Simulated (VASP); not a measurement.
Wanted: the native input for a VASP 6.6.1 run.

| Quantity | Value |
| --- | --- |
| Task | relaxation of cell and atoms |
| Functional | PBE |
| Potentials or basis | VASP PAW PBE potentials, release 64 (Na_pv, Cu) |
| Cutoff | 600 eV |
| k mesh | 9 × 9 × 7 |
| Occupations | fermi-dirac, width 0.05 eV |
| Spin | no spin polarisation |
| Dipole correction | no |
| Further INCAR settings | ALGO = Normal; EDIFF = 1e-06; IBRION = 2; EDIFFG = -0.01; NSW = 60; ISIF = 3 |

The structure of NaCu lies in POSCAR:

```
NaCu
1.0
    2.9422367500      0.0000000000      0.0000000000
    0.0000000000      2.9422367500      0.0000000000
    0.0000000000      0.0000000000      4.0409127600
Na Cu
1 1
Direct
    0.0000000000      0.0000000000      0.0000000000
    0.5000000000      0.5000000000      0.5000000000
```

One way to write it, as run:

INCAR

```
PREC     = Accurate       # precision mode
ENCUT    = 600            # plane-wave cutoff, eV
EDIFF    = 1E-6           # SCF threshold, eV
ISMEAR   = -1             # smearing method
SIGMA    = 0.05           # smearing width, eV
LREAL    = F              # projectors in reciprocal space
LASPH    = T              # aspherical terms in the spheres
NELM     = 100            # most SCF steps
ALGO     = Normal         # electronic algorithm
ISIF     = 3              # what is computed and relaxed
LWAVE    = F              # write WAVECAR
LCHARG   = F              # write CHGCAR
GGA      = PE             # functional
IBRION   = 2              # ionic algorithm
NSW      = 60             # ionic steps
EDIFFG   = -0.01          # ionic threshold
```

KPOINTS

```
Automatic mesh
0
Gamma
  9 9 7
```

Potentials or basis: VASP PAW PBE potentials, release 64 (Na_pv, Cu).

Command:

```bash
$ cat potpaw_PBE.64/Na_pv/POTCAR potpaw_PBE.64/Cu/POTCAR > POTCAR
$ mpirun -np 1 vasp_std > vasp.out
```

Results of the run:

```
Relaxed volume                         : 18.28 Å³/atom
Relaxed cell                           : a = 2.824 Å, b = 2.824 Å, c = 4.585 Å, α = 90.00°, β = 90.00°, γ = 90.00°
Space group after relaxing (to 0.05 Å) : P4/mmm (No. 123)
Energy gained by relaxing              : 36.5 meV/atom
Ionic steps                            : 12
Pressure after relaxing                : 0.0 GPa
Band gap on the k mesh                 : zero (band 9 reaches 5.66 eV, above the bottom of band 10 at 1.45 eV)
```

It took 2.6 min on 1 thread of AMD EPYC 7R43 64-Core Processor (Zen 3), on a shared host, peak memory 0.14 GiB.
